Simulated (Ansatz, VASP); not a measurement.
# CdCu3Mo: VASP beside Ansatz

```
CELL_PARAMETERS angstrom
4.42952 0.00000 0.00000
-2.21476 3.83608 0.00000
0.00000 0.00000 9.35329
ATOMIC_POSITIONS crystal
Cd 0.00000 0.00000 0.25000
Cd 0.00000 0.00000 0.75000
Cu 0.00000 0.00000 0.00000
Cu 0.00000 0.00000 0.50000
Cu 0.33333 0.66667 0.07510
Cu 0.66667 0.33333 0.57510
Cu 0.66667 0.33333 0.92490
Cu 0.33333 0.66667 0.42490
Mo 0.33333 0.66667 0.75000
Mo 0.66667 0.33333 0.25000
```

Alike in both runs: functional PBE; k mesh 4 × 4 × 2; occupations gaussian, width 0.2 eV; no spin polarisation.

Ansatz relaxed the structure, and its values are those at the end. VASP's run is a single point on that final structure, the one shown.

|  | VASP | Ansatz |
| --- | --- | --- |
| version | VASP 6.6.1 | Ansatz 0.2.0 |
| potentials or method | VASP PAW PBE potentials, release 64 (Cd, Cu, Mo_sv), cutoff 520 eV | scalar-relativistic, plane waves, PAW |
| valence electrons in the cell | 118 | 182 |

VASP gave:

| Property | Result |
| --- | --- |
| gap on the k mesh at the Fermi level (eV) | none |
| pressure (GPa) | 0.7 |
| rms of the force components (eV/Å) | 0.006 |

Q: Which values does Ansatz return?

A: gap on the k mesh at the Fermi level (eV): none; pressure (GPa): -0.3; rms of the force components (eV/Å): 0.005.

A gap of «none» marks a metal or a gap that the smearing closes. The functional is the same, so the differences come from potentials, cutoffs and numerics. VASP's potentials hold 118 valence electrons a cell and Ansatz's 182, so a difference there can come from the potentials and not from the codes.

The k mesh is coarse, so the values compare programs but aren't converged.
